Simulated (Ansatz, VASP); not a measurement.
**CuAuSe2 in VASP and in Ansatz**

File INCAR:

```
SYSTEM = CuAuSe2
  ALGO = Normal
  EDIFF = 1E-6
  ENCUT = 520
  GGA = PE
  ISIF = 2
  ISMEAR = 0
  ISPIN = 2
  LASPH = .TRUE.
  LCHARG = .FALSE.
  LDAU = .TRUE.
  LDAUJ = 0 0 0
  LDAUL = -1 2 -1
  LDAUPRINT = 1
  LDAUTYPE = 2
  LDAUU = 0 7 0
  LMAXMIX = 4
  LORBIT = 11
  LREAL = .FALSE.
  LWAVE = .FALSE.
  MAGMOM = 0 2 0 0
  NBANDS = 29
  NELM = 150
  PREC = Accurate
  SIGMA = 0.05
```

KPOINTS

```
k-points
0
G
  6 6 6
  0 0 0
```

The input POSCAR:

```
CuAuSe2
1.0
    2.0025292900      1.1561608300      7.2699454900
   -2.0025292900      1.1561608300      7.2699454900
    0.0000000000     -2.3123216500      7.2699454900
Cu Au Se
1 1 2
Direct
    0.5000000000      0.5000000000      0.5000000000
    0.0000000000      0.0000000000      0.0000000000
    0.2667000000      0.2667000000      0.2667000000
    0.7333000000      0.7333000000      0.7333000000
```

Input for Ansatz:

```yaml
crystal:
  lattice:
    - [2.00252929, 1.15616083, 7.26994549]
    - [-2.00252929, 1.15616083, 7.26994549]
    - [0.0, -2.31232165, 7.26994549]
  atoms:
    - { symbol: Cu, position: [0.5, 0.5, 0.5] }
    - { symbol: Au, position: [0.0, 0.0, 0.0], spin: 2.0 }
    - { symbol: Se, position: [0.2667, 0.2667, 0.2667] }
    - { symbol: Se, position: [0.7333, 0.7333, 0.7333] }
basis:
  ecutwfc: 420
  ecutrho_ratio: 4
kpoints:
  mp_grid: { grid: [6, 6, 6] }
hamiltonian:
  xc: pbe
  hubbard: { sites: [{ site: 1, l: d, u_eff: 7.0 }] }
scf:
  occupations: { method: gaussian, width: 0.05 }
  lower_state_search: "off"
  max_iter: 150
output:
  forces: true
  stress: true
  eigenvalues: true
  populations: true
  hubbard: { sites: [{ site: 1, l: d }] }
magnetization:
  spin_polarized: true
```

Alike in both runs: task single point; functional PBE; k mesh 6 × 6 × 6; occupations gaussian, width 0.05 eV; collinear spin; Hubbard terms Au d U = 7.0 eV.

|  | VASP | Ansatz |
| --- | --- | --- |
| version | VASP 6.6.1 | Ansatz 0.2.0 |
| potentials or method | VASP PAW PBE potentials, release 64 (Cu, Au, Se), cutoff 520 eV | scalar-relativistic, plane waves, PAW |
| valence electrons in the cell | 34 | 70 |

|  | VASP | Ansatz | Ansatz less VASP |
| --- | --- | --- | --- |
| gap on the k mesh at the Fermi level (eV) | none | none | - |
| pressure (GPa) | -8.2 | -6.4 | +1.80 |
| traceless stress, the component that is largest in VASP (GPa) | -1.67 | -2.03 | -0.362 |
| rms of the force components (eV/Å) | 0.309 | 0.413 | +0.1048 |
| net moment per atom (μB) | 0.00 | 0.00 | 0.000 |

The programs project onto different local orbitals, so the same U acts differently, and such runs can settle in different states. Atom by atom the forces differ by 0.105 eV/Å (rms over components). A gap of «none» marks a metal or a gap that the smearing closes. VASP's potentials hold 34 valence electrons a cell and Ansatz's 70, so a difference there can come from the potentials and not from the codes. Ansatz's warnings: filled band counts differ across k points, seeded moment not kept.

Spin-orbit coupling is off throughout.
